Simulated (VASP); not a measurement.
# HfB3N (C2/m) in VASP: a series of runs

Runs on HfB3N. Level: PBE. Tasks: single point.

Program: VASP 6.6.1. These are calculated values, not measurements. Logs are shortened: lines on timing, memory, paths and dates and some standing lists are left out, and cuts for length are marked.

### Step 1. The cell of the first run

Symmetry: C2/m, No. 12, monoclinic system. The conventional cell has a = 11.661 Å, b = 2.998 Å, c = 6.047 Å, α = 90.00°, β = 111.40°, γ = 90.00°. Hf (site symmetry m) has 4 N at 2.15 to 2.27 Å and 5 B at 2.43 to 2.55 Å within 2.8 Å. B (site symmetry m) has 3 B at 1.69 to 1.80 Å within 2.3 Å. Within 2.2 Å of B (site symmetry m) lie 5 B at 1.69 to 1.79 Å. B (site symmetry m) has 4 B at 1.73 to 1.80 Å and 1 N at 1.83 Å within 2.3 Å. Within 2.4 Å of N (site symmetry 2/m) lie 2 B at 1.83 Å and 4 Hf at 2.27 Å. Within 2.8 Å of N (site symmetry 2/m) lie 4 Hf at 2.15 Å.

### Step 2. Single point, PBE

File INCAR:

```
SYSTEM = HfB3N
ALGO = Normal
EDIFF = 1E-6
ENCUT = 520
GGA = PE
ISIF = 2
ISMEAR = 0
LASPH = .TRUE.
LCHARG = .FALSE.
LREAL = .FALSE.
LWAVE = .FALSE.
NBANDS = 35
NELM = 100
PREC = Accurate
SIGMA = 0.1
```

File KPOINTS:

```
k-points
0
G
  10 10 6
  0 0 0
```

File POSCAR:

```
HfB3N
1.0
    5.8303067862     -1.4991970078      0.0387808549
    5.8303067862      1.4991970078      0.0387808549
   -2.2439396514      0.0000000000      5.6152977742
Hf B N
2 6 2
Direct
    0.4462350075      0.4462350075      0.1969009174
    0.5537649925      0.5537649925      0.8030990826
    0.7683714675      0.7683714675      0.0690466839
    0.2316285325      0.2316285325      0.9309533161
    0.2778698492      0.2778698492      0.4800013552
    0.7221301508      0.7221301508      0.5199986448
    0.1687203702      0.1687203702      0.6113067555
    0.8312796298      0.8312796298      0.3886932445
    0.0000000000      0.0000000000      0.5000000000
    0.0000000000      0.0000000000      0.0000000000
```

Potentials or basis: VASP PAW PBE potentials, release 64 (Hf_pv, B, N).

The run is started by

```sh
$ cat potpaw_PBE.64/Hf_pv/POTCAR potpaw_PBE.64/B/POTCAR potpaw_PBE.64/N/POTCAR > POTCAR
$ mpirun -np 1 vasp_std > vasp.out
```

OUTCAR:

```text
SYSTEM = HfB3N
   EDIFF = 1E-6
   ENCUT = 520
   GGA = PE
   ISIF = 2
   ISMEAR = 0
   LASPH = .TRUE.
   LREAL = .FALSE.
   NELM = 100
   PREC = Accurate

 ion  position               nearest neighbor table
   1  0.446  0.446  0.197-  10 2.15  10 2.15   9 2.27   9 2.27   4 2.43   3 2.44   3 2.44   8 2.55
                             8 2.55   2 3.07   2 3.41
   2  0.554  0.554  0.803-  10 2.15  10 2.15   9 2.27   9 2.27   3 2.43   4 2.44   4 2.44   7 2.55
                             7 2.55   1 3.07   1 3.41
   3  0.768  0.768  0.069-   4 1.69   4 1.69   8 1.80   2 2.43   1 2.44   1 2.44
   4  0.232  0.232  0.931-   3 1.69   3 1.69   7 1.80   1 2.43   2 2.44   2 2.44
   5  0.278  0.278  0.480-   6 1.69   6 1.69   7 1.73   8 1.79   8 1.79
   6  0.722  0.722  0.520-   5 1.69   5 1.69   8 1.73   7 1.79   7 1.79
   7  0.169  0.169  0.611-   5 1.73   6 1.79   6 1.79   4 1.80   9 1.83   2 2.55   2 2.55
   8  0.831  0.831  0.389-   6 1.73   5 1.79   5 1.79   3 1.80   9 1.83   1 2.55   1 2.55
   9  0.000  0.000  0.500-   7 1.83   8 1.83   2 2.27   2 2.27   1 2.27   1 2.27
  10  0.000  0.000  0.000-   2 2.15   2 2.15   1 2.15   1 2.15

  LATTYP: Found a base centered monoclinic cell.
 ALAT       =    11.6608715242
 B/A-ratio  =     0.2571329261
 C/A-ratio  =     0.5185763077
 COS(beta)  =    -0.3648951998

  Lattice vectors:

 A1 = (   5.8303067862,  -1.4991970078,   0.0387808549)
 A2 = (   5.8303067862,   1.4991970078,   0.0387808549)
 A3 = (  -2.2439396514,   0.0000000000,   5.6152977742)

Analysis of symmetry for initial positions (statically):
=====================================================================
 Subroutine PRICEL returns:
 Original cell was already a primitive cell.

 Routine SETGRP: Setting up the symmetry group for a
 base centered monoclinic supercell.

 Subroutine GETGRP returns: Found  4 space group operations
 (whereof  4 operations were pure point group operations)
 out of a pool of  4 trial point group operations.

The static configuration has the point symmetry C_2h.

Analysis of symmetry for dynamics (positions and initial velocities):
=====================================================================
 Subroutine PRICEL returns:
 Original cell was already a primitive cell.

 Routine SETGRP: Setting up the symmetry group for a
 base centered monoclinic supercell.

 Subroutine GETGRP returns: Found  4 space group operations
 (whereof  4 operations were pure point group operations)
 out of a pool of  4 trial point group operations.

The dynamic configuration has the point symmetry C_2h.

 Subroutine INISYM returns: Found  4 space group operations
 (whereof  4 operations are pure point group operations),
 and found     1 'primitive' translations

----------------------------------------------------------------------------------------

                                     Primitive cell

  volume of cell :      98.4251

  direct lattice vectors                    reciprocal lattice vectors
     5.830306786 -1.499197008  0.038780855     0.085531433 -0.333511872  0.034179376
     5.830306786  1.499197008  0.038780855     0.085531433  0.333511872  0.034179376
    -2.243939651  0.000000000  5.615297774    -0.001181409  0.000000000  0.177612841

  length of vectors
     6.020097412  6.020097412  6.047051699     0.345997145  0.345997145  0.177616770

  position of ions in fractional coordinates (direct lattice)
     0.446235008  0.446235008  0.196900917
     0.553764992  0.553764992  0.803099083
     0.768371468  0.768371468  0.069046684
     0.231628532  0.231628532  0.930953316
     0.277869849  0.277869849  0.480001355
     0.722130151  0.722130151  0.519998645
     0.168720370  0.168720370  0.611306756
     0.831279630  0.831279630  0.388693244
     1.000000000  1.000000000  0.500000000
     0.000000000  0.000000000  0.000000000

  ion indices of the primitive-cell ions
   primitive index   ion index
                 1           1
                 2           2
                 3           3
                 4           4
                 5           5
                 6           6
                 7           7
                 8           8
                 9           9
                10          10

----------------------------------------------------------------------------------------

 KPOINTS: k-points

Automatic generation of k-mesh.
 Grid dimensions read from file:
 generate k-points for:   10   10    6

 Generating k-lattice:

  Cartesian coordinates                     Fractional coordinates (reciprocal lattice)
     0.008553143 -0.033351187  0.003417938     0.100000000 -0.000000000  0.000000000
     0.008553143  0.033351187  0.003417938    -0.000000000  0.100000000  0.000000000
    -0.000196902  0.000000000  0.029602140     0.000000000  0.000000000  0.166666667

  Length of vectors
     0.034599714  0.034599714  0.029602795

  Shift w.r.t. Gamma in fractional coordinates (k-lattice)
     0.000000000  0.000000000  0.000000000

 Subroutine IBZKPT returns following result:
 ===========================================

 Found    172 irreducible k-points:

 Following reciprocal coordinates:
            Coordinates               Weight
  0.000000  0.000000  0.000000      1.000000
  0.100000 -0.000000  0.000000      4.000000
  0.200000 -0.000000  0.000000      4.000000
  0.300000  0.000000  0.000000      4.000000
  0.400000  0.000000 -0.000000      4.000000
  0.500000 -0.000000 -0.000000      2.000000
[... 16 lines left out ...]
  0.300000  0.300000  0.000000      2.000000
  0.400000  0.300000  0.000000      4.000000
 [... further k-points ...]
   k-points           NKPTS =    172   k-points in BZ     NKDIM =    172   number of bands    NBANDS=     35
   number of dos      NEDOS =    301   number of ions     NIONS =     10
   total plane-waves  NPLWV = 110592
   dimension x,y,z NGX =    48 NGY =   48 NGZ =   48
   dimension x,y,z NGXF=    96 NGYF=   96 NGZF=   96
   ions per type =               2   6   2
   NGX,Y,Z   is equivalent  to a cutoff of  13.26, 13.26, 13.20 a.u.
   NGXF,Y,Z  is equivalent  to a cutoff of  26.51, 26.51, 26.39 a.u.
 SYSTEM =  HfB3N
   PREC   = accura    normal or accurate (medium, high low for compatibility)
   ISTART =      0    job   : 0-new  1-cont  2-samecut
   ICHARG =      2    charge: 1-file 2-atom 10-const
   ISPIN  =      1    spin polarized calculation?
   LNONCOLLINEAR =      F non collinear calculations
   LSORBIT =      F    spin-orbit coupling
   LASPH  =      T    aspherical Exc in radial PAW
   ENCUT  =  520.0 eV  38.22 Ry    6.18 a.u.  11.19 11.19 11.24*2*pi/ulx,y,z
   NELM   =    100;   NELMIN=  2; NELMDL= -5     # of ELM steps
   EDIFF  = 0.1E-05   stopping-criterion for ELM
   LREAL  =      F    real-space projection
   EDIFFG = 0.1E-04   stopping-criterion for IOM
   NSW    =      0    number of steps for IOM
   IBRION =     -1    ionic relax: 0-MD 1-quasi-New 2-CG
   NFREE  =      0    steps in history (QN), initial steepest desc. (CG)
   ISIF   =      2    stress and relaxation
   ISYM   =      2    0-nonsym 1-usesym 2-fastsym
   POTIM  = 0.5000    time-step for ionic-motion
   TEBEG  =    0.0;   TEEND  =   0.0 temperature during run
   PSTRESS=    0.0 pullay stress
   NELECT =      48.0000    total number of electrons
   NUPDOWN=      -1.0000    fix difference up-down
   EMIN   =  10.00;   EMAX   =-10.00  energy-range for DOS
   EFERMI =   0.00;   METHOD = LEGACY
   ISMEAR =     0;   SIGMA  =   0.10  broadening in eV -4-tet -1-fermi 0-gaus
   EFERMI_NEDOS =   21; number of points for ismear=-14 and -15
   IALGO  =     38    algorithm
   IMIX   =      4    mixing-type and parameters
     AMIX     =   0.40;   BMIX     =  1.00
     AMIX_MAG =   1.60;   BMIX_MAG =  1.00
  volume/ion in A,a.u.               =       9.84        66.42
  Fermi-wavevector in a.u.,A,eV,Ry     =   1.288606  2.435111 22.592532  1.660504
  Thomas-Fermi vector in A             =   2.420549
   LORBIT       =      0    0 simple, 1 ext, 2 COOP (PROOUT), +10 PAW based schemes
   GGA     = PE    functional components
   LHFCALC =     F    Hartree Fock is set to
   AEXX    =    0.0000 exact exchange contribution
   IVDW    =     0    specifies the selected vdW correction
   LEPSILON=     F    determine dielectric tensor
   LRPA    =     F    only Hartree local field effects (RPA)
 non-spin polarized calculation
 Gauss-broadening in eV      SIGMA  =   0.10
  energy-cutoff  :      520.00
  volume of cell :       98.43
 maximum number of plane-waves:      2673
 NGX is ok and might be reduce to    48
   NGX = 23   NGY = 23   NGZ = 23

 number of electron      48.0000001 magnetization

 Free energy of the ion-electron system (eV)
  ---------------------------------------------------
  ext. energy  EPLUGINS =         0.00000000
  ---------------------------------------------------
  free energy    TOTEN  =       -80.50815257 eV

  energy without entropy =      -80.50333943  energy(sigma->0) =      -80.50574600

 E-fermi :   5.9679     XC(G=0): -11.6414

 val. band max:        5.9281537966   @ k =   0.5000   0.4000   0.1667
 cond. band min:       5.9702376699   @ k =   0.0000   0.0000   0.0000
 fundamental gap:      0.0420838732
 Fermi energy:         5.9678764092

 k-point     1 :       0.0000    0.0000    0.0000
  band No.  band energies     occupation
      1     -25.1391      2.00000
      2     -24.8344      2.00000
      3     -24.8210      2.00000
      4     -24.6518      2.00000
      5     -24.3822      2.00000
      6     -24.3171      2.00000
[... 27 lines left out ...]
     34      10.9639      0.00000
     35      11.3711      0.00000

 k-point     2 :       0.1000   -0.0000    0.0000
  band No.  band energies     occupation
      1     -25.1216      2.00000
      2     -24.8240      2.00000
      3     -24.8114      2.00000
      4     -24.6405      2.00000
      5     -24.4724      2.00000
      6     -24.3993      2.00000
[... 27 lines left out ...]
     34      11.0697      0.00000
     35      11.2226      0.00000
[... 796 lines left out ...]
     34      11.3828      0.00000
     35      11.6099      0.00000

 k-point    24 :       0.4000    0.3000    0.0000
  band No.  band energies     occupation
      1     -25.1224      2.00000
      2     -24.8227      2.00000
      3     -24.8132      2.00000
      4     -24.6400      2.00000
      5     -24.4732      2.00000
      6     -24.3984      2.00000
[... 27 lines left out ...]
     34      11.2688      0.00000
     35      11.5380      0.00000

 [... further k-points ...]
[... 5 lines left out ...]
  --------------------------------------------------------------------------------------
  -------------------------------------------------------------------------------------
  Total       -0.3812184     -0.7164438     -0.6729648      0.0000000      0.0000000      0.1284597
  in kB       -6.2055280    -11.6623733    -10.9546159      0.0000000      0.0000000      2.0910855
  external PRESSURE =      -9.6075057 kB  Pullay stress =       0.0000000 kB

 VOLUME and BASIS-vectors are now :
 -----------------------------------------------------------------------------
  energy-cutoff  :      520.00
  volume of cell :       98.43
      direct lattice vectors                 reciprocal lattice vectors
     5.830306786 -1.499197008  0.038780855     0.085531433 -0.333511872  0.034179376
     5.830306786  1.499197008  0.038780855     0.085531433  0.333511872  0.034179376
    -2.243939651  0.000000000  5.615297774    -0.001181409  0.000000000  0.177612841

 POSITION                                       TOTAL-FORCE (eV/Angst)
 -----------------------------------------------------------------------------------
      4.76154      0.00000      1.14027         0.046655      0.000000      0.031781
      4.65513      0.00000      4.55259        -0.046655      0.000000     -0.031781
      8.80475      0.00000      0.44731         0.012160      0.000000     -0.004383
      0.61193      0.00000      5.24555        -0.012160      0.000000      0.004383
      2.16304      0.00000      2.71690         0.013245      0.000000     -0.006782
      7.25364      0.00000      2.97596        -0.013245      0.000000      0.006782
      0.59565      0.00000      3.44576        -0.021122      0.000000      0.000034
      8.82103      0.00000      2.24710         0.021122      0.000000     -0.000034
     -1.12197      0.00000      2.80765        -0.000000      0.000000      0.000000
      0.00000      0.00000      0.00000        -0.000000      0.000000      0.000000
 -----------------------------------------------------------------------------------
    total drift:                                0.000000     -0.000000     -0.000000

  FREE ENERGIE OF THE ION-ELECTRON SYSTEM (eV)
  ---------------------------------------------------
  free  energy   TOTEN  =       -80.5081525701 eV

  energy  without entropy=      -80.5033394347  energy(sigma->0) =      -80.50574600
```

Wall time 7.6 min (1 thread of Intel Xeon 6975P-C (Granite Rapids), shared host); peak memory 0.68 GiB.

What came out:

- Free energy: -80.5082 eV
- Pressure: -1.0 GPa
- Largest force: 0.056 eV/Å
- Band gap on the k mesh: zero (band 24 reaches 6.27 eV, above the bottom of band 25 at 5.65 eV)

Forces in eV/Å, atoms in the order of the input:
```
Hf   0.047  0.000  0.032
Hf  -0.047  0.000 -0.032
B    0.012  0.000 -0.004
B   -0.012  0.000  0.004
B    0.013  0.000 -0.007
B   -0.013  0.000  0.007
B   -0.021  0.000  0.000
B    0.021  0.000  0.000
N    0.000  0.000  0.000
N    0.000  0.000  0.000
```

Stress tensor (GPa, compression positive):
```
-0.62  0.00  0.21
 0.00 -1.17  0.00
 0.21  0.00 -1.10
```

Levels at points of the mesh, in eV from the Fermi level:
```csv
k point,band 20,band 21,band 22,band 23,band 24,band 25,band 26,band 27,band 28,band 29
"(0.00, 0.00, 0.00)",-2.33,-1.95,-1.80,-1.70,-0.58,0.00,0.88,2.41,2.87,3.30
"(0.50, 0.00, 0.00)",-3.49,-3.07,-2.12,-1.81,-0.27,0.45,1.79,1.87,2.89,3.60
"(0.50, 0.50, 0.00)",-2.41,-1.49,-1.48,-1.41,-0.92,-0.13,1.73,1.85,2.86,3.46
"(0.00, 0.00, 0.50)",-3.02,-2.22,-2.13,-0.69,-0.43,0.58,1.89,1.95,3.19,3.30
"(0.50, 0.00, 0.50)",-3.61,-3.26,-2.73,-1.00,-0.77,0.05,1.04,2.54,2.61,3.79
"(0.50, 0.50, 0.50)",-3.12,-2.80,-2.18,-1.26,-0.05,1.16,1.44,2.06,2.87,3.72
```

Caveat: spin-orbit coupling is left out, which moves the levels of the heavy elements.

(Part 1 of 2 ends here.)
